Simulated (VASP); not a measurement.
# SiHg2 (Fm-3m) in VASP: a series of runs

Runs on SiHg2. Level: PBE. Tasks: single point, relaxation of cell and atoms.

Program: VASP 6.6.1. These are calculated values, not measurements. Logs are shortened: lines on timing, memory, paths and dates and some standing lists are left out, and cuts for length are marked.

### 1 The cell of the first run

Symmetry: Fm-3m, No. 225, cubic system. Conventional cell: a = 6.576 Å, b = 6.576 Å, c = 6.576 Å, α = 90.00°, β = 90.00°, γ = 90.00°. Si (site symmetry m-3m) has 8 Hg at 2.85 Å within 3.8 Å. Within 3.8 Å of Hg (site symmetry -43m) lie 4 Si at 2.85 Å and 6 Hg at 3.29 Å.

### 2 Single point, PBE

INCAR reads:

```
SYSTEM = SiHg2
  PREC = Accurate
  ENCUT = 520
  EDIFF = 1E-7
  ISMEAR = 0
  SIGMA = 0.1
  LREAL = .False.
  LASPH = .True.
  NELM = 60
  ALGO = Fast
  ISIF = 2
  LWAVE = .False.
  LCHARG = .False.
  GGA = PE
  NBANDS = 21
```

KPOINTS reads:

```
regular mesh
0
Gamma
  12 12 12
  0 0 0
```

POSCAR reads:

```
SiHg2
1.0
    0.0000000000      3.2881119511      3.2881119511
    3.2881119511      0.0000000000      3.2881119511
    3.2881119511      3.2881119511      0.0000000000
Si Hg
1 2
Direct
    0.0000000000      0.0000000000      0.0000000000
    0.2500000000      0.2500000000      0.2500000000
    0.7500000000      0.7500000000      0.7500000000
```

Potentials or basis: VASP PAW PBE potentials, release 64 (Si, Hg).

Launch:

```console
cat potpaw_PBE.64/Si/POTCAR potpaw_PBE.64/Hg/POTCAR > POTCAR
mpirun -np 1 vasp_std > vasp.out
```

OUTCAR:

```text
SYSTEM = SiHg2
   PREC = Accurate
   ENCUT = 520
   EDIFF = 1E-7
   ISMEAR = 0
   LREAL = .False.
   LASPH = .True.
   NELM = 60
   ISIF = 2
   GGA = PE

 ion  position               nearest neighbor table
   1  0.000  0.000  0.000-   3 2.85   3 2.85   2 2.85   3 2.85   2 2.85   2 2.85   3 2.85   2 2.85

   2  0.250  0.250  0.250-   1 2.85   1 2.85   1 2.85   1 2.85   3 3.29   3 3.29   3 3.29   3 3.29
                             3 3.29   3 3.29
   3  0.750  0.750  0.750-   1 2.85   1 2.85   1 2.85   1 2.85   2 3.29   2 3.29   2 3.29   2 3.29
                             2 3.29   2 3.29

  LATTYP: Found a face centered cubic cell.
 ALAT       =     6.5762239022

  Lattice vectors:

 A1 = (   0.0000000000,   3.2881119511,   3.2881119511)
 A2 = (   3.2881119511,   0.0000000000,   3.2881119511)
 A3 = (   3.2881119511,   3.2881119511,   0.0000000000)

Analysis of symmetry for initial positions (statically):
=====================================================================
 Subroutine PRICEL returns:
 Original cell was already a primitive cell.

 Routine SETGRP: Setting up the symmetry group for a
 face centered cubic supercell.

 Subroutine GETGRP returns: Found 48 space group operations
 (whereof 48 operations were pure point group operations)
 out of a pool of 48 trial point group operations.

The static configuration has the point symmetry O_h .

Analysis of symmetry for dynamics (positions and initial velocities):
=====================================================================
 Subroutine PRICEL returns:
 Original cell was already a primitive cell.

 Routine SETGRP: Setting up the symmetry group for a
 face centered cubic supercell.

 Subroutine GETGRP returns: Found 48 space group operations
 (whereof 48 operations were pure point group operations)
 out of a pool of 48 trial point group operations.

The dynamic configuration has the point symmetry O_h .

 Subroutine INISYM returns: Found 48 space group operations
 (whereof 48 operations are pure point group operations),
 and found     1 'primitive' translations

----------------------------------------------------------------------------------------

                                     Primitive cell

  volume of cell :      71.1000

  direct lattice vectors                    reciprocal lattice vectors
     0.000000000  3.288111951  3.288111951    -0.152062949  0.152062949  0.152062949
     3.288111951  0.000000000  3.288111951     0.152062949 -0.152062949  0.152062949
     3.288111951  3.288111951  0.000000000     0.152062949  0.152062949 -0.152062949

  length of vectors
     4.650092516  4.650092516  4.650092516     0.263380754  0.263380754  0.263380754

  position of ions in fractional coordinates (direct lattice)
     0.000000000  0.000000000  0.000000000
     0.250000000  0.250000000  0.250000000
     0.750000000  0.750000000  0.750000000

  ion indices of the primitive-cell ions
   primitive index   ion index
                 1           1
                 2           2
                 3           3

----------------------------------------------------------------------------------------

 KPOINTS: regular mesh

Automatic generation of k-mesh.
 Grid dimensions read from file:
 generate k-points for:   12   12   12

 Generating k-lattice:

  Cartesian coordinates                     Fractional coordinates (reciprocal lattice)
    -0.012671912  0.012671912  0.012671912     0.083333333  0.000000000  0.000000000
     0.012671912 -0.012671912  0.012671912     0.000000000  0.083333333  0.000000000
     0.012671912  0.012671912 -0.012671912     0.000000000  0.000000000  0.083333333

  Length of vectors
     0.021948396  0.021948396  0.021948396

  Shift w.r.t. Gamma in fractional coordinates (k-lattice)
     0.000000000  0.000000000  0.000000000

 Subroutine IBZKPT returns following result:
 ===========================================

 Found     72 irreducible k-points:

 Following reciprocal coordinates:
            Coordinates               Weight
  0.000000  0.000000  0.000000      1.000000
  0.083333  0.000000  0.000000      8.000000
  0.166667  0.000000  0.000000      8.000000
  0.250000  0.000000  0.000000      8.000000
  0.333333  0.000000  0.000000      8.000000
  0.416667  0.000000  0.000000      8.000000
[... 16 lines left out ...]
  0.500000  0.166667  0.000000     24.000000
 -0.416667  0.166667  0.000000     24.000000
 [... further k-points ...]
   k-points           NKPTS =     72   k-points in BZ     NKDIM =     72   number of bands    NBANDS=     21
   number of dos      NEDOS =    301   number of ions     NIONS =      3
   total plane-waves  NPLWV =  46656
   dimension x,y,z NGX =    36 NGY =   36 NGZ =   36
   dimension x,y,z NGXF=    72 NGYF=   72 NGZF=   72
   ions per type =               1   2
   NGX,Y,Z   is equivalent  to a cutoff of  12.87, 12.87, 12.87 a.u.
   NGXF,Y,Z  is equivalent  to a cutoff of  25.74, 25.74, 25.74 a.u.
 SYSTEM =  SiHg2
   PREC   = accura    normal or accurate (medium, high low for compatibility)
   ISTART =      0    job   : 0-new  1-cont  2-samecut
   ICHARG =      2    charge: 1-file 2-atom 10-const
   ISPIN  =      1    spin polarized calculation?
   LNONCOLLINEAR =      F non collinear calculations
   LSORBIT =      F    spin-orbit coupling
   LASPH  =      T    aspherical Exc in radial PAW
   ENCUT  =  520.0 eV  38.22 Ry    6.18 a.u.   8.65  8.65  8.65*2*pi/ulx,y,z
   NELM   =     60;   NELMIN=  2; NELMDL= -5     # of ELM steps
   EDIFF  = 0.1E-06   stopping-criterion for ELM
   LREAL  =      F    real-space projection
   EDIFFG = 0.1E-05   stopping-criterion for IOM
   NSW    =      0    number of steps for IOM
   IBRION =     -1    ionic relax: 0-MD 1-quasi-New 2-CG
   NFREE  =      0    steps in history (QN), initial steepest desc. (CG)
   ISIF   =      2    stress and relaxation
   ISYM   =      2    0-nonsym 1-usesym 2-fastsym
   POTIM  = 0.5000    time-step for ionic-motion
   TEBEG  =    0.0;   TEEND  =   0.0 temperature during run
   PSTRESS=    0.0 pullay stress
   NELECT =      28.0000    total number of electrons
   NUPDOWN=      -1.0000    fix difference up-down
   EMIN   =  10.00;   EMAX   =-10.00  energy-range for DOS
   EFERMI =   0.00;   METHOD = LEGACY
   ISMEAR =     0;   SIGMA  =   0.10  broadening in eV -4-tet -1-fermi 0-gaus
   EFERMI_NEDOS =   21; number of points for ismear=-14 and -15
   IALGO  =     68    algorithm
   IMIX   =      4    mixing-type and parameters
     AMIX     =   0.40;   BMIX     =  1.00
     AMIX_MAG =   1.60;   BMIX_MAG =  1.00
  volume/ion in A,a.u.               =      23.70       159.94
  Fermi-wavevector in a.u.,A,eV,Ry     =   1.199971  2.267617 19.591457  1.439931
  Thomas-Fermi vector in A             =   2.335820
   LORBIT       =      0    0 simple, 1 ext, 2 COOP (PROOUT), +10 PAW based schemes
   GGA     = PE    functional components
   LHFCALC =     F    Hartree Fock is set to
   AEXX    =    0.0000 exact exchange contribution
   IVDW    =     0    specifies the selected vdW correction
   LEPSILON=     F    determine dielectric tensor
   LRPA    =     F    only Hartree local field effects (RPA)
 non-spin polarized calculation
 RMM-DIIS sequential band-by-band and
 Gauss-broadening in eV      SIGMA  =   0.10
  energy-cutoff  :      520.00
  volume of cell :       71.10
 maximum number of plane-waves:      1936
   NGX = 17   NGY = 17   NGZ = 17

 number of electron      28.0000002 magnetization

 Free energy of the ion-electron system (eV)
  ---------------------------------------------------
  ext. energy  EPLUGINS =         0.00000000
  ---------------------------------------------------
  free energy    TOTEN  =        -4.72225733 eV

  energy without entropy =       -4.71705015  energy(sigma->0) =       -4.71965374

 E-fermi :   3.5135     XC(G=0): -10.1143

 val. band max:        3.4937321604   @ k =  -0.4167   0.0833   0.0000
 cond. band min:       3.5360703336   @ k =  -0.4167   0.4167   0.0833
 fundamental gap:      0.0423381732
 Fermi energy:         3.5134653214

 k-point     1 :       0.0000    0.0000    0.0000
  band No.  band energies     occupation
      1      -6.8761      2.00000
      2      -4.3564      2.00000
      3      -4.3564      2.00000
      4      -4.3564      2.00000
      5      -4.3210      2.00000
      6      -4.3210      2.00000
[... 13 lines left out ...]
     20      11.3820      0.00000
     21      11.3820      0.00000

 k-point     2 :       0.0833    0.0000    0.0000
  band No.  band energies     occupation
      1      -6.8150      2.00000
      2      -4.3477      2.00000
      3      -4.3477      2.00000
      4      -4.3420      2.00000
      5      -4.2857      2.00000
      6      -4.2857      2.00000
[... 13 lines left out ...]
     20      10.9567      0.00000
     21      10.9583      0.00000

 k-point     3 :       0.1667    0.0000    0.0000
  band No.  band energies     occupation
      1      -6.6396      2.00000
      2      -4.3050      2.00000
      3      -4.3050      2.00000
      4      -4.2918      2.00000
      5      -4.1998      2.00000
      6      -4.1998      2.00000
[... 13 lines left out ...]
     20      10.5094      0.00000
     21      10.5094      0.00000
[... 457 lines left out ...]
 k-point    23 :       0.5000    0.1667    0.0000
  band No.  band energies     occupation
      1      -5.7304      2.00000
      2      -4.0421      2.00000
      3      -3.9626      2.00000
      4      -3.8473      2.00000
      5      -3.7505      2.00000
      6      -3.6885      2.00000
[... 13 lines left out ...]
     20      10.7289      0.00000
     21      12.1136      0.00000

 k-point    24 :      -0.4167    0.1667    0.0000
  band No.  band energies     occupation
      1      -5.7061      2.00000
      2      -4.0349      2.00000
      3      -3.9146      2.00000
      4      -3.8267      2.00000
      5      -3.7093      2.00000
      6      -3.6973      2.00000
[... 13 lines left out ...]
     20      10.5477      0.00000
     21      10.9911      0.00000

 [... further k-points ...]

------------------------ aborting loop because EDIFF is reached ----------------------------------------

  FORCE on cell =-STRESS in cart. coord.  units (eV):
  Direction    XX          YY          ZZ          XY          YZ          ZX
  --------------------------------------------------------------------------------------
  -------------------------------------------------------------------------------------
  Total        0.1029025      0.1029025      0.1029025      0.0000000     -0.0000000      0.0000000
  in kB        2.3188192      2.3188192      2.3188192      0.0000000     -0.0000000      0.0000000
  external PRESSURE =       2.3188192 kB  Pullay stress =       0.0000000 kB

 VOLUME and BASIS-vectors are now :
 -----------------------------------------------------------------------------
  energy-cutoff  :      520.00
  volume of cell :       71.10
      direct lattice vectors                 reciprocal lattice vectors
     0.000000000  3.288111951  3.288111951    -0.152062949  0.152062949  0.152062949
     3.288111951  0.000000000  3.288111951     0.152062949 -0.152062949  0.152062949
     3.288111951  3.288111951  0.000000000     0.152062949  0.152062949 -0.152062949

 POSITION                                       TOTAL-FORCE (eV/Angst)
 -----------------------------------------------------------------------------------
      0.00000      0.00000      0.00000         0.000000     -0.000000      0.000000
      1.64406      1.64406      1.64406         0.000000      0.000000      0.000000
      4.93217      4.93217      4.93217        -0.000000     -0.000000     -0.000000
 -----------------------------------------------------------------------------------
    total drift:                                0.000000      0.000000      0.000000

  FREE ENERGIE OF THE ION-ELECTRON SYSTEM (eV)
  ---------------------------------------------------
  free  energy   TOTEN  =        -4.7222573303 eV

  energy  without entropy=       -4.7170501541  energy(sigma->0) =       -4.71965374
```

Run time: 2.7 min. Hardware: 1 thread of Intel Xeon Platinum 8488C (Sapphire Rapids), shared host; peak memory 0.26 GiB.

Results:

```yaml
Free_energy: -4.7223 eV
Pressure: 0.2 GPa
Band_gap_on_the_k_mesh: zero (bands 14 and 15 overlap by 3.16 eV)
```

Levels at points of the mesh, in eV from the Fermi level:
| k point | band 11 | band 12 | band 13 | band 14 | band 15 | band 16 | band 17 | band 18 |
| --- | --- | --- | --- | --- | --- | --- | --- | --- |
| (0.00, 0.00, 0.00) | -6.16 | -0.53 | 1.13 | 1.23 | 1.23 | 1.23 | 2.01 | 2.01 |
| (0.50, 0.00, 0.00) | -6.33 | -6.20 | -1.27 | 0.06 | 0.06 | 3.30 | 3.30 | 4.16 |
| (0.50, 0.50, 0.00) | -5.99 | -4.85 | -2.20 | -2.20 | -1.93 | 1.69 | 5.92 | 8.08 |

Caveat: spin-orbit coupling is left out, which moves the levels of the heavy elements.

### 3 Relaxation of cell and atoms, PBE

This run uses another cell than the first one, of 23.95 Å³/atom.

INCAR reads:

```
SYSTEM = SiHg2
PREC     = Accurate       ! precision mode
ENCUT    = 600            ! plane-wave cutoff, eV
EDIFF    = 1E-6           ! SCF threshold, eV
ISMEAR   = 0              ! smearing method
SIGMA    = 0.1            ! smearing width, eV
LREAL    = .FALSE.        ! projectors in reciprocal space
LASPH    = .TRUE.         ! aspherical terms in the spheres
NELM     = 80             ! most SCF steps
ALGO     = Fast           ! electronic algorithm
ISIF     = 3              ! what is computed and relaxed
LWAVE    = .FALSE.        ! write WAVECAR
LCHARG   = .FALSE.        ! write CHGCAR
GGA      = PE             ! functional
IBRION   = 2              ! ionic algorithm
NSW      = 100            ! ionic steps
EDIFFG   = -0.01          ! ionic threshold
```

KPOINTS reads:

```
regular mesh
0
G
  12 12 12
  0 0 0
```

POSCAR reads:

```
SiHg2
1.0
    0.0000000000      3.2998116454      3.2998116454
    3.2998116454      0.0000000000      3.2998116454
    3.2998116454      3.2998116454      0.0000000000
Si Hg
1 2
Direct
    0.0000000000      0.0000000000      0.0000000000
    0.2500000000      0.2500000000      0.2500000000
    0.7500000000      0.7500000000      0.7500000000
```

Potentials or basis: VASP PAW PBE potentials, release 64 (Si, Hg).

Launch:

```console
cat potpaw_PBE.64/Si/POTCAR potpaw_PBE.64/Hg/POTCAR > POTCAR
mpirun -np 1 vasp_std > vasp.out
```

Run time: 4.6 min. Hardware: 1 thread of Intel Xeon Platinum 8488C (Sapphire Rapids), shared host; peak memory 0.31 GiB.

It converged, with:

```
Free energy                           : -4.7226 eV
Relaxed volume                        : 23.83 Å³/atom
Relaxed cell                          : a = 4.658 Å, b = 4.658 Å, c = 4.658 Å, α = 60.00°, β = 60.00°, γ = 60.00°
Space group after relaxing (to 0.1 Å) : Fm-3m (No. 225)
Energy gained by relaxing             : 0.1 meV/atom
Ionic steps                           : 2
Pressure after relaxing               : 0.0 GPa
Band gap on the k mesh                : zero (bands 14 and 15 overlap by 3.15 eV)
```

The path:
```tsv
step	energy change (eV)	largest force (eV/Å)	pressure (GPa)	volume (Å³)
1	0.0000	0.0000	-0.25	71.86
2	-0.0003	0.0000	0.01	71.48
```

Final structure:
```xyz
3
Lattice="0.0000 3.2939 3.2939 3.2939 0.0000 3.2939 3.2939 3.2939 0.0000" Properties=species:S:1:pos:R:3 pbc="T T T"
Si    3.2939    0.0000    3.2939
Hg    1.6470    1.6470    1.6470
Hg    4.9409    4.9409    4.9409
```

Levels at points of the mesh, in eV from the Fermi level:
| k point | band 12 | band 13 | band 14 | band 15 | band 16 | band 17 |
| --- | --- | --- | --- | --- | --- | --- |
| (0.00, 0.00, 0.00) | -0.55 | 1.11 | 1.22 | 1.22 | 1.22 | 2.02 |
| (0.50, 0.00, 0.00) | -6.17 | -1.29 | 0.06 | 0.06 | 3.30 | 3.30 |
| (0.50, 0.50, 0.00) | -4.84 | -2.18 | -2.18 | -1.93 | 1.68 | 5.88 |

Caveat: spin-orbit coupling is left out, which moves the levels of the heavy elements.

The gap in the log of VASP goes by the Fermi energy; the results here count the filled bands.